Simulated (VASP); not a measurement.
# Al (P6_3/mmc) in VASP: a series of runs, part 2 of 2

VASP 6.6.1. The steps go on from the part before.

**3. Single point, PBEsol (volume scaled by 0.5)**

The input, INCAR:

```
PREC = Accurate
ENCUT = 520
EDIFF = 1E-6
ISMEAR = -1
SIGMA = 0.05
LREAL = False
LASPH = True
NELM = 60
ALGO = Normal
ISIF = 2
LWAVE = False
LCHARG = False
GGA = PS
NBANDS = 10
```

The input, KPOINTS:

```
Automatic mesh
0
Gamma
  17 17 9
```

The input, POSCAR:

```
Al
1.0
    2.2621460631      0.0000000000      0.0000000000
   -1.1310730316      1.9590759577      0.0000000000
    0.0000000000      0.0000000000      3.6800825271
Al
2
Direct
    0.3333333333      0.6666666667      0.2500000000
    0.6666666667      0.3333333333      0.7500000000
```

Potentials or basis: VASP PAW PBE potentials, release 64 (Al).

Started as:

```sh
cat potpaw_PBE.64/Al/POTCAR > POTCAR
mpirun -np 1 vasp_std > vasp.out
```

OUTCAR:

```text
PREC = Accurate
   ENCUT = 520
   EDIFF = 1E-6
   ISMEAR = -1
   LREAL = False
   LASPH = True
   NELM = 60
   ISIF = 2
   GGA = PS

 ion  position               nearest neighbor table
   1  0.333  0.667  0.250-   2 2.26   2 2.26   2 2.26   2 2.26   2 2.26   2 2.26   2 3.20   2 3.20
                             2 3.20   2 3.20   2 3.20   2 3.20
   2  0.667  0.333  0.750-   1 2.26   1 2.26   1 2.26   1 2.26   1 2.26   1 2.26   1 3.20   1 3.20
                             1 3.20   1 3.20   1 3.20   1 3.20

  LATTYP: Found a hexagonal cell.
 ALAT       =     2.2621460631
 C/A-ratio  =     1.6268103051

  Lattice vectors:

 A1 = (   2.2621460631,   0.0000000000,   0.0000000000)
 A2 = (  -1.1310730316,   1.9590759577,   0.0000000000)
 A3 = (   0.0000000000,   0.0000000000,   3.6800825271)

Analysis of symmetry for initial positions (statically):
=====================================================================
 Subroutine PRICEL returns:
 Original cell was already a primitive cell.

 Routine SETGRP: Setting up the symmetry group for a
 hexagonal supercell.

 Subroutine GETGRP returns: Found 24 space group operations
[... 169 lines left out ...]
 val. band max:       17.4606963802   @ k =   0.4118   0.1176   0.0000
 cond. band min:      17.4822296232   @ k =   0.2353   0.1765   0.2222
 fundamental gap:      0.0215332429
 Fermi energy:        17.4799711557

 k-point     1 :       0.0000    0.0000    0.0000
  band No.  band energies     occupation
      1       0.8338      2.00000
      2      10.0889      2.00000
      3      12.0997      2.00000
      4      32.8117      0.00000
      5      32.8117      0.00000
      6      33.9842      0.00000
      7      34.7444      0.00000
      8      34.7444      0.00000
      9      40.1519      0.00000
     10      40.2862      0.00000
[... 287 lines left out ...]
 k-point    24 :       0.1765    0.1765    0.0000
  band No.  band energies     occupation
      1       4.3220      2.00000
      2      13.0322      2.00000
      3      14.7598      2.00000
      4      19.7713      0.00000
      5      22.7308      0.00000
      6      28.2256      0.00000
      7      28.9703      0.00000
      8      31.5053      0.00000
      9      34.3278      0.00000
     10      38.0299      0.00000

 [... further k-points ...]
[... 5 lines left out ...]
  --------------------------------------------------------------------------------------
  -------------------------------------------------------------------------------------
  Total       23.5340540     23.5340540     23.5103270     -0.0000000      0.0000000      0.0000000
  in kB     2311.9468800   2311.9468800   2309.6159814     -0.0000001      0.0000000      0.0000000
  external PRESSURE =    2311.1699138 kB  Pullay stress =       0.0000000 kB

 VOLUME and BASIS-vectors are now :
 -----------------------------------------------------------------------------
  energy-cutoff  :      520.00
  volume of cell :       16.31
      direct lattice vectors                 reciprocal lattice vectors
     2.262146063  0.000000000  0.000000000     0.442058104  0.255222365  0.000000000
    -1.131073032  1.959075958  0.000000000     0.000000000  0.510444731  0.000000000
     0.000000000  0.000000000  3.680082527     0.000000000  0.000000000  0.271733037

 POSITION                                       TOTAL-FORCE (eV/Angst)
 -----------------------------------------------------------------------------------
     -0.00000      1.30605      0.92002         0.000000     -0.000000      0.000000
      1.13107      0.65303      2.76006        -0.000000      0.000000      0.000000
 -----------------------------------------------------------------------------------
    total drift:                                0.000000     -0.000000     -0.000000

  FREE ENERGIE OF THE ION-ELECTRON SYSTEM (eV)
  ---------------------------------------------------
  free  energy   TOTEN  =        -1.5774667609 eV

  energy  without entropy=       -1.5725955173  energy(sigma->0) =       -1.57503114
```

OSZICAR:

```text
N       E                     dE             d eps       ncg     rms          rms(c)
DAV:   1     0.858231315705E+01    0.85823E+01   -0.27567E+03  3332   0.514E+02
DAV:   2    -0.170371589439E+01   -0.10286E+02   -0.99211E+01  4546   0.725E+01
DAV:   3    -0.187610853048E+01   -0.17239E+00   -0.16897E+00  4118   0.745E+00
DAV:   4    -0.187668592138E+01   -0.57739E-03   -0.57736E-03  3840   0.478E-01
DAV:   5    -0.187668941141E+01   -0.34900E-05   -0.34908E-05  3902   0.369E-02    0.585E+00
DAV:   6    -0.168822744050E+01    0.18846E+00   -0.71144E-03  3538   0.593E-01    0.303E+00
DAV:   7    -0.157996182413E+01    0.10827E+00   -0.15253E-02  3450   0.833E-01    0.561E-01
DAV:   8    -0.157751508229E+01    0.24467E-02   -0.55251E-04  4286   0.133E-01    0.244E-01
DAV:   9    -0.157746666490E+01    0.48417E-04   -0.22666E-05  3898   0.342E-02    0.804E-03
DAV:  10    -0.157746676094E+01   -0.96046E-07   -0.56524E-07  2408   0.550E-03
   1 F= -.15774668E+01 E0= -.15750311E+01  d E =-.487124E-02
```

Wall time 20 s (1 thread of AMD EPYC 7R43 (Zen 3), shared host); peak memory 0.1 GiB.

Results:

| Property | Result |
| --- | --- |
| Free energy | -1.5775 eV |
| Pressure | 231.1 GPa |
| Band gap on the k mesh | zero (band 3 reaches 22.05 eV, above the bottom of band 4 at 13.75 eV) |

Levels at points of the mesh, in eV from the Fermi level:
| k point | band 1 | band 2 | band 3 | band 4 | band 5 | band 6 | band 7 | band 8 |
| --- | --- | --- | --- | --- | --- | --- | --- | --- |
| (0.00, 0.00, 0.00) | -16.65 | -7.39 | -5.38 | 15.33 | 15.33 | 16.50 | 17.26 | 17.26 |

Caveat: the PAW data sets were made with another functional, which shifts forces and pressure a little.

**4. Single point, PBEsol (volume scaled by 0.6)**

The input, INCAR:

```
ALGO = Normal ; EDIFF = 1E-7
ENCUT = 520 ; GGA = PS
ISIF = 2 ; ISMEAR = -1
LASPH = True ; LCHARG = False
LREAL = False ; LWAVE = False
NBANDS = 10 ; NELM = 80
PREC = Accurate ; SIGMA = 0.05
```

The input, KPOINTS:

```
k-points
0
Gamma
  17 17 9
```

The input, POSCAR:

```
Al
1.0
    2.4010505057      0.0000000000      0.0000000000
   -1.2005252529      2.0793707337      0.0000000000
    0.0000000000      0.0000000000      3.9199226688
Al
2
Direct
    0.3333333333      0.6666666667      0.2500000000
    0.6666666667      0.3333333333      0.7500000000
```

Started as:

```sh
cat potpaw_PBE.64/Al/POTCAR > POTCAR
mpirun -np 1 vasp_std > vasp.out
```

It took 30 s on 1 thread of AMD EPYC 7R43 (Zen 3), shared host; peak memory 0.1 GiB.

It converged, with:

```yaml
Free_energy: -5.0039 eV
Pressure: 118.5 GPa
Band_gap_on_the_k_mesh: zero (band 3 reaches 18.68 eV, above the bottom of band 4 at 11.01 eV)
```

Levels at points of the mesh, in eV from the Fermi level:
| k point | band 1 | band 2 | band 3 | band 4 | band 5 | band 6 | band 7 |
| --- | --- | --- | --- | --- | --- | --- | --- |
| (0.00, 0.00, 0.00) | -15.16 | -6.76 | -5.19 | 14.09 | 14.09 | 15.12 | 15.38 |

Caveat: the PAW data sets were made with another functional, which shifts forces and pressure a little.

**5. Single point, PBEsol (volume scaled by 0.6)**

The input, INCAR:

```
SYSTEM = Al
ALGO     = Normal         ! electronic algorithm
EDIFF    = 1E-7           ! SCF threshold, eV
ENCUT    = 520            ! plane-wave cutoff, eV
GGA      = PS             ! functional
ISIF     = 2              ! what is computed and relaxed
ISMEAR   = -1             ! smearing method
LASPH    = .TRUE.         ! aspherical terms in the spheres
LCHARG   = .FALSE.        ! write CHGCAR
LREAL    = .FALSE.        ! projectors in reciprocal space
LWAVE    = .FALSE.        ! write WAVECAR
NBANDS   = 10             ! bands
NELM     = 100            ! most SCF steps
PREC     = Accurate       ! precision mode
SIGMA    = 0.05           ! smearing width, eV
```

The input, KPOINTS:

```
k-points
0
G
  17 17 9
  0 0 0
```

POSCAR is that of step 4.

Started as:

```sh
cat potpaw_PBE.64/Al/POTCAR > POTCAR
mpirun -np 1 vasp_std > vasp.out
```

It took 26 s on 1 thread of AMD EPYC 7R43 (Zen 3), shared host; peak memory 0.1 GiB.

It converged, with:

```yaml
Free_energy: -5.0039 eV
Pressure: 118.5 GPa
Band_gap_on_the_k_mesh: zero (band 3 reaches 18.68 eV, above the bottom of band 4 at 11.01 eV)
```

Levels at points of the mesh, in eV from the Fermi level:
```tsv
k point	band 1	band 2	band 3	band 4	band 5	band 6
(0.00, 0.00, 0.00)	-15.16	-6.76	-5.19	14.09	14.09	15.12
```

Caveat: the PAW data sets were made with another functional, which shifts forces and pressure a little.

**6. Summary**

| cell | gap on the mesh (eV) | pressure (GPa) |
| --- | --- | --- |
| a = 2.102, b = 2.102, c = 3.409 Å, angles 90.0, 90.0, 120.0°, 2 atoms | none | 471.6 |
| a = 2.262, b = 2.262, c = 3.680 Å, angles 90.0, 90.0, 120.0°, 2 atoms | none | 231.1 |
| a = 2.401, b = 2.401, c = 3.920 Å, angles 90.0, 90.0, 120.0°, 2 atoms | none | 118.5 |

Alike in all rows: task single point; level PBEsol; potentials or basis VASP PAW PBE potentials, release 64 (Al); no spin polarisation; k mesh 17 × 17 × 9; cutoff (eV) 520; smearing fermi-dirac 0.05 eV.

Caveats: the PAW data sets were made with another functional, which shifts forces and pressure a little.

Total energies depend on the potentials used, so only differences within one code and one set of settings carry meaning.
